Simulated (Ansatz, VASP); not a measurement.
# One calculation of TiO2, two programs

Contents of POSCAR:

```
TiO2
1.0
    0.0164582138      2.4132854717      2.4132854717
    2.4132854717      0.0164582138      2.4132854717
    2.4132854717      2.4132854717      0.0164582138
Ti O
1 2
Direct
    0.0000000000      0.0000000000      0.0000000000
    0.2496527415      0.2496527415      0.2496527415
    0.7503472585      0.7503472585      0.7503472585
```

Contents of INCAR.step1:

```
ALGO = Normal ; EDIFF = 1E-4
ENCUT = 520 ; GGA = PE
ISMEAR = 0 ; LASPH = T
LCHARG = F ; LREAL = F
LWAVE = T ; NBANDS = 19
NELM = 100 ; PREC = Accurate
SIGMA = 0.01
```

Contents of INCAR.step2:

```
ALGO = Normal ; EDIFF = 1E-6
ENCUT = 520 ; ISIF = 2
ISMEAR = 0 ; ISTART = 1
LASPH = T ; LCHARG = F
LMIXTAU = T ; LREAL = F
LWAVE = F ; METAGGA = R2SCAN
NBANDS = 19 ; NELM = 100
PREC = Accurate ; SIGMA = 0.01
```

File KPOINTS:

```
k-points
0
Gamma
  10 10 10
```

Input for Ansatz:

```yaml
crystal:
  lattice:
    - [0.0164582138, 2.4132854717, 2.4132854717]
    - [2.4132854717, 0.0164582138, 2.4132854717]
    - [2.4132854717, 2.4132854717, 0.0164582138]
  atoms:
    - { symbol: Ti, position: [0.0, 0.0, 0.0] }
    - { symbol: O, position: [0.2496527415, 0.2496527415, 0.2496527415] }
    - { symbol: O, position: [0.7503472585, 0.7503472585, 0.7503472585] }
kpoints:
  mp_grid: { grid: [10, 10, 10] }
  band_path:
    path:
      - [0.0, 0.0, 0.0]
      - [0.5, 0.0, 0.5]
      - [0.625, 0.25, 0.625]
      - [0.375, 0.375, 0.75]
      - [0.5, 0.5, 0.5]
      - [0.5, 0.25, 0.75]
    npoints: 1
hamiltonian:
  xc: r2scan
scf:
  occupations: { method: fixed }
  n_extra_bands: 4
output:
  forces: true
  stress: true
  eigenvalues: true
```

Change from the starting cell: shear_111 strain +1.0%.

Alike in both runs: task single point; functional r2SCAN; k mesh 10 × 10 × 10; no spin polarisation.

|  | VASP | Ansatz |
| --- | --- | --- |
| version | VASP 6.6.1 | Ansatz 0.2.0 |
| potentials or method | VASP PAW PBE potentials, release 64 (Ti_sv, O) | plane waves, PAW |
| plane-wave cutoff (eV) | 520 | 500 |
| occupations | gaussian, width 0.01 eV | fixed |
| valence electrons in the cell | 24 | 24 |

|  | VASP | Ansatz | Ansatz less VASP |
| --- | --- | --- | --- |
| gap on the k mesh at the Fermi level (eV) | 1.53 | 1.50 | -0.037 |
| pressure (GPa) | -1.3 | -2.7 | -1.48 |
| traceless stress, the component that is largest in VASP (GPa) | -0.26 | -0.23 | +0.023 |

VASP's potentials were made for PBE, not for r2SCAN.
